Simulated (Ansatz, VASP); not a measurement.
**AlNi3 in VASP and in Ansatz**

File INCAR:

```
PREC     = Accurate       # precision mode
ENCUT    = 520            # plane-wave cutoff, eV
EDIFF    = 1E-6           # SCF threshold, eV
ISMEAR   = 0              # smearing method
SIGMA    = 0.15           # smearing width, eV
LREAL    = False          # projectors in reciprocal space
LASPH    = True           # aspherical terms in the spheres
NELM     = 60             # most SCF steps
ALGO     = Fast           # electronic algorithm
ISIF     = 2              # what is computed and relaxed
LWAVE    = False          # write WAVECAR
LCHARG   = False          # write CHGCAR
GGA      = PS             # functional
NBANDS   = 24             # bands
```

Contents of KPOINTS:

```
regular mesh
0
Gamma
  14 14 14
```

File POSCAR:

```
AlNi3
1.0
    0.0000000000      2.7984078593      2.7984078593
    2.7984078593      0.0000000000      2.7984078593
    2.7984078593      2.7984078593      0.0000000000
Al Ni
1 3
Direct
    0.5091533823      0.4908466177      0.4908466177
    0.2579464386      0.2420535614      0.2420535614
   -0.0201007154      0.0201007154      0.0201007154
    0.7579464386      0.7420535614      0.7420535614
```

Input for Ansatz:

```yaml
crystal:
  lattice:
    - [0.0, 2.7984078593, 2.7984078593]
    - [2.7984078593, 0.0, 2.7984078593]
    - [2.7984078593, 2.7984078593, 0.0]
  atoms:
    - { symbol: Al, position: [0.5091533823, 0.4908466177, 0.4908466177] }
    - { symbol: Ni, position: [0.2579464386, 0.2420535614, 0.2420535614] }
    - { symbol: Ni, position: [-0.0201007154, 0.0201007154, 0.0201007154] }
    - { symbol: Ni, position: [0.7579464386, 0.7420535614, 0.7420535614] }
basis:
  ecutwfc: 420
kpoints:
  mp_grid: { grid: [14, 14, 14] }
hamiltonian:
  xc: pbesol
scf:
  occupations: { method: gaussian, width: 0.15 }
output:
  forces: true
  stress: true
  eigenvalues: true
```

Change from the starting cell: mode 7 (244.2 1/cm) frozen in, largest displacement +0.113 Å.

Alike in both runs: task single point; functional PBEsol; k mesh 14 × 14 × 14; occupations gaussian, width 0.15 eV; no spin polarisation.

```csv
,VASP,Ansatz
version,VASP 6.6.1,Ansatz 0.2.0
potentials or method,"VASP PAW PBE potentials, release 64 (Al, Ni), cutoff 520 eV","scalar-relativistic, plane waves, PAW"
valence electrons in the cell,33,57
```

VASP gave:

| Quantity | Value |
| --- | --- |
| gap on the k mesh at the Fermi level (eV) | none |
| pressure (GPa) | 1.6 |
| traceless stress, the component that is largest in VASP (GPa) | -0.41 |
| rms of the force components (eV/Å) | 0.494 |

**Question.** Estimate Ansatz's values.

**Answer.** gap on the k mesh at the Fermi level (eV): none; pressure (GPa): 1.6; traceless stress, the component that is largest in VASP (GPa): -0.42; rms of the force components (eV/Å): 0.498.

VASP's potentials were made for PBE, not for PBEsol. Atom by atom the forces differ by 0.004 eV/Å (rms over components). A gap of «none» marks a metal or a gap that the smearing closes. VASP's potentials hold 33 valence electrons a cell and Ansatz's 57, so a difference there can come from the potentials and not from the codes.
